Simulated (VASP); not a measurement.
# Tl (P6_3/mmc) in VASP: relaxation of cell and atoms with LDA

Aim: the relaxation of cell and atoms of Tl with LDA.

Everything below comes from runs of VASP 6.6.1. Logs are shortened: lines on timing, memory, paths and dates and some standing lists are left out, and cuts for length are marked.

## 1. The cell of the first run

Symmetry: P6_3/mmc, No. 194, hexagonal system. The conventional cell has a = 3.410 Å, b = 3.410 Å, c = 11.137 Å, α = 90.00°, β = 90.00°, γ = 120.00°. Tl (site symmetry -3m) has 12 Tl at 3.41 Å within 4.5 Å. Within 4.5 Å of Tl (site symmetry -6m2) lie 12 Tl at 3.41 Å.

## 2. Relaxation of cell and atoms, LDA

Input file INCAR:

```
  ALGO = Normal
  EDIFF = 1E-7
  EDIFFG = -0.01
  ENCUT = 600
  GGA = CA
  IBRION = 2
  ISIF = 3
  ISMEAR = -1
  LASPH = True
  LCHARG = False
  LREAL = False
  LWAVE = False
  NELM = 60
  NSW = 80
  PREC = Accurate
  SIGMA = 0.1
```

Input file KPOINTS:

```
k-points
0
Gamma
  11 11 3
```

Input file POSCAR:

```
Tl
1.0
    3.4099606388      0.0000000000      0.0000000000
   -1.7049803194      2.9531125391      0.0000000000
    0.0000000000      0.0000000000     11.1369314463
Tl
4
Direct
    0.0000000000      0.0000000000      0.0000000000
    0.0000000000      0.0000000000      0.5000000000
    0.3333333333      0.6666666667      0.2500000000
    0.6666666667      0.3333333333      0.7500000000
```

Potentials or basis: VASP PAW LDA potentials, release 64 (Tl_d).

Started as:

```console
$ cat potpaw_LDA.64/Tl_d/POTCAR > POTCAR
$ mpirun -np 1 vasp_std > vasp.out
```

OUTCAR:

```text
EDIFF = 1E-7
   EDIFFG = -0.01
   ENCUT = 600
   GGA = CA
   IBRION = 2
   ISIF = 3
   ISMEAR = -1
   LASPH = True
   LREAL = False
   NELM = 60
   NSW = 80
   PREC = Accurate

 ion  position               nearest neighbor table
   1  0.000  0.000  0.000-   3 3.41   4 3.41   3 3.41   4 3.41   4 3.41   3 3.41
   2  0.000  0.000  0.500-   3 3.41   4 3.41   3 3.41   4 3.41   4 3.41   3 3.41
   3  0.333  0.667  0.250-   1 3.41   2 3.41   1 3.41   2 3.41   1 3.41   2 3.41
   4  0.667  0.333  0.750-   1 3.41   2 3.41   1 3.41   2 3.41   1 3.41   2 3.41

  LATTYP: Found a hexagonal cell.
 ALAT       =     3.4099606388
 C/A-ratio  =     3.2660000000

  Lattice vectors:

 A1 = (   3.4099606388,   0.0000000000,   0.0000000000)
 A2 = (  -1.7049803194,   2.9531125391,   0.0000000000)
 A3 = (   0.0000000000,   0.0000000000,  11.1369314463)

Analysis of symmetry for initial positions (statically):
=====================================================================
 Subroutine PRICEL returns:
 Original cell was already a primitive cell.

 Routine SETGRP: Setting up the symmetry group for a
 hexagonal supercell.

 Subroutine GETGRP returns: Found 24 space group operations
 (whereof 12 operations were pure point group operations)
 out of a pool of 24 trial point group operations.

The static configuration has the point symmetry D_3d.
 The point group associated with its full space group is D_6h.

Analysis of symmetry for dynamics (positions and initial velocities):
=====================================================================
 Subroutine PRICEL returns:
 Original cell was already a primitive cell.

 Routine SETGRP: Setting up the symmetry group for a
 hexagonal supercell.

 Subroutine GETGRP returns: Found 24 space group operations
 (whereof 12 operations were pure point group operations)
 out of a pool of 24 trial point group operations.

The dynamic configuration has the point symmetry D_3d.
 The point group associated with its full space group is D_6h.

 Subroutine INISYM returns: Found 24 space group operations
 (whereof 12 operations are pure point group operations),
 and found     1 'primitive' translations

----------------------------------------------------------------------------------------

                                     Primitive cell

  volume of cell :     112.1489

  direct lattice vectors                    reciprocal lattice vectors
     3.409960639  0.000000000  0.000000000     0.293258517  0.169312884  0.000000000
[... 95 lines left out ...]
   NFREE  =      1    steps in history (QN), initial steepest desc. (CG)
   ISIF   =      3    stress and relaxation
   ISYM   =      2    0-nonsym 1-usesym 2-fastsym
   POTIM  = 0.5000    time-step for ionic-motion
   TEBEG  =    0.0;   TEEND  =   0.0 temperature during run
   PSTRESS=    0.0 pullay stress
   NELECT =      52.0000    total number of electrons
   NUPDOWN=      -1.0000    fix difference up-down
   EMIN   =  10.00;   EMAX   =-10.00  energy-range for DOS
   EFERMI =   0.00;   METHOD = LEGACY
   ISMEAR =    -1;   SIGMA  =   0.10  broadening in eV -4-tet -1-fermi 0-gaus
   EFERMI_NEDOS =   21; number of points for ismear=-14 and -15
   IALGO  =     38    algorithm
   IMIX   =      4    mixing-type and parameters
     AMIX     =   0.40;   BMIX     =  1.00
     AMIX_MAG =   1.60;   BMIX_MAG =  1.00
  volume/ion in A,a.u.               =      28.04       189.20
  Fermi-wavevector in a.u.,A,eV,Ry     =   1.267100  2.394472 21.844739  1.605543
  Thomas-Fermi vector in A             =   2.400266
   LORBIT       =      0    0 simple, 1 ext, 2 COOP (PROOUT), +10 PAW based schemes
   GGA     = CA    functional components
   LHFCALC =     F    Hartree Fock is set to
   AEXX    =    0.0000 exact exchange contribution
   IVDW    =     0    specifies the selected vdW correction
   LEPSILON=     F    determine dielectric tensor
   LRPA    =     F    only Hartree local field effects (RPA)
 conjugate gradient relaxation of ions
 non-spin polarized calculation
  energy-cutoff  :      600.00
  volume of cell :      112.15
 maximum number of plane-waves:      3764
 NGX is ok and might be reduce to    28
   NGX = 13   NGY = 13   NGZ = 45

--------------------------------------- Ionic step        1  -------------------------------------------

 number of electron      51.9999995 magnetization

 Free energy of the ion-electron system (eV)
  ---------------------------------------------------
  ext. energy  EPLUGINS =         0.00000000
  ---------------------------------------------------
  free energy    TOTEN  =       -11.73385275 eV

  energy without entropy =      -11.67193385  energy(sigma->0) =      -11.70289330

------------------------ aborting loop because EDIFF is reached ----------------------------------------

  FORCE on cell =-STRESS in cart. coord.  units (eV):
  Direction    XX          YY          ZZ          XY          YZ          ZX
  --------------------------------------------------------------------------------------
  -------------------------------------------------------------------------------------
  Total       -0.7736525     -0.7736525     -0.9889675      0.0000000      0.0000000      0.0000000
  in kB      -11.0525277    -11.0525277    -14.1285534      0.0000000      0.0000000      0.0000000
  external PRESSURE =     -12.0778696 kB  Pullay stress =       0.0000000 kB
[... 101 lines left out ...]
--------------------------------------- Ionic step        4  -------------------------------------------

 number of electron      51.9999994 magnetization

 Free energy of the ion-electron system (eV)
  ---------------------------------------------------
  ext. energy  EPLUGINS =         0.00000000
  ---------------------------------------------------
  free energy    TOTEN  =       -11.74698942 eV

  energy without entropy =      -11.68690237  energy(sigma->0) =      -11.71694590

 E-fermi :   6.7780     XC(G=0): -10.7532

 val. band max:        6.7734725189   @ k =   0.2727   0.2727   0.0000
 cond. band min:       6.7948488005   @ k =   0.3636   0.2727   0.3333
 fundamental gap:      0.0213762817
 Fermi energy:         6.7780189151

 k-point     1 :       0.0000    0.0000    0.0000
  band No.  band energies     occupation
      1      -5.0619      2.00000
      2      -4.9160      2.00000
      3      -4.8978      2.00000
      4      -4.8058      2.00000
      5      -4.8058      2.00000
      6      -4.7951      2.00000
[... 805 lines left out ...]
     30      11.4710      0.00000
     31      12.4734      0.00000

 [... further k-points ...]
[... 5 lines left out ...]
  --------------------------------------------------------------------------------------
  -------------------------------------------------------------------------------------
  Total        0.0234861      0.0234861     -0.0367676      0.0000000      0.0000000      0.0000000
  in kB        0.3457365      0.3457365     -0.5412509      0.0000000      0.0000000      0.0000000
  external PRESSURE =       0.0500741 kB  Pullay stress =       0.0000000 kB
[... 19 lines left out ...]
  FREE ENERGIE OF THE ION-ELECTRON SYSTEM (eV)
  ---------------------------------------------------
  free  energy   TOTEN  =       -11.7469894193 eV

  energy  without entropy=      -11.6869023732  energy(sigma->0) =      -11.71694590

 reached required accuracy - stopping structural energy minimisation
```

CONTCAR:

```text
Tl
   1.00000000000000
     3.3803434688797549   -0.0000000000000000    0.0000000000000000
    -1.6901717344398774    2.9274633175610196    0.0000000000000000
     0.0000000000000000   -0.0000000000000000   10.9982781513454118
  Tl
     4
Direct
     0.0000000000000000    0.0000000000000000    0.0000000000000000
     0.0000000000000000    1.0000000000000000    0.5000000000000000
     0.3333333332999970    0.6666666667000030    0.2500000000000000
     0.6666666667000030    0.3333333332999970    0.7500000000000000

  0.00000000E+00  0.00000000E+00  0.00000000E+00
  0.00000000E+00  0.00000000E+00  0.00000000E+00
  0.00000000E+00  0.00000000E+00  0.00000000E+00
  0.00000000E+00  0.00000000E+00  0.00000000E+00
```

It took 5 min on 1 thread of Intel Xeon 8259CL, shared host; peak memory 0.27 GiB.

Results:

```
Free energy                           : -11.7470 eV
Relaxed volume                        : 27.21 Å³/atom
Relaxed cell                          : a = 3.380 Å, b = 3.380 Å, c = 10.998 Å, α = 90.00°, β = 90.00°, γ = 120.00°
Space group after relaxing (to 0.1 Å) : P6_3/mmc (No. 194)
Energy gained by relaxing             : 3.3 meV/atom
Ionic steps                           : 4
Pressure after relaxing               : 0.0 GPa
Band gap on the k mesh                : zero (bands 26 and 27 overlap by 4.65 eV)
```

Step by step:
```tsv
step	energy change (eV)	largest force (eV/Å)	pressure (GPa)	volume (Å³)
1	0.0000	0.0000	-1.21	112.15
2	-0.0131	0.0000	0.04	108.75
3	-0.0131	0.0000	0.01	108.83
4	-0.0131	0.0000	0.01	108.84
```

Final structure:
```xyz
4
Lattice="3.3803 0.0000 0.0000 -1.6902 2.9275 0.0000 0.0000 0.0000 10.9983" Properties=species:S:1:pos:R:3 pbc="T T T"
Tl    0.0000    0.0000    0.0000
Tl   -1.6902    2.9275    5.4991
Tl    0.0000    1.9516    2.7496
Tl    1.6902    0.9758    8.2487
```

Levels at points of the mesh, in eV from the Fermi level:
| k point | band 21 | band 22 | band 23 | band 24 | band 25 | band 26 | band 27 | band 28 | band 29 | band 30 |
| --- | --- | --- | --- | --- | --- | --- | --- | --- | --- | --- |
| (0.00, 0.00, 0.00) | -10.37 | -8.89 | -8.87 | -5.23 | -3.07 | 3.29 | 3.31 | 8.50 | 8.50 | 9.50 |

Caveat: spin-orbit coupling is left out, which moves the levels of the heavy elements.
